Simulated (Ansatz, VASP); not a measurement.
ZnSe: VASP beside Ansatz

```
Zn Se
1.0
     0.00000    2.87534    2.87534
     2.87534    0.00000    2.87534
     2.87534    2.87534    0.00000
Zn Se
1 1
Cartesian
  0.0000 0.0000 0.0000
  4.3130 4.3130 4.3130
```

Alike in both runs: task single point; functional PBEsol; k mesh 6 × 6 × 6; occupations gaussian, width 0.1 eV; no spin polarisation.

|  | VASP | Ansatz |
| --- | --- | --- |
| version | VASP 6.6.1 | Ansatz 0.2.0 |
| potentials or method | VASP PAW PBE potentials, release 64 (Zn, Se), cutoff 500 eV | scalar-relativistic, plane waves, PAW |
| valence electrons in the cell | 18 | 28 |

Ansatz gave:

| Quantity | Value |
| --- | --- |
| gap on the k mesh at the Fermi level (eV) | 1.00 |
| least direct gap on the mesh (eV) | 1.00 |
| pressure (GPa) | -3.5 |

**Question.** What did VASP give for the same quantities?

**Answer.** gap on the k mesh at the Fermi level (eV): 1.00; least direct gap on the mesh (eV): 1.00; pressure (GPa): -3.3.

VASP's potentials were made for PBE, not for PBEsol. With one functional, cell and mesh, what is left measures potentials, basis and numerics. VASP's potentials hold 18 valence electrons a cell and Ansatz's 28, so a difference there can come from the potentials and not from the codes.
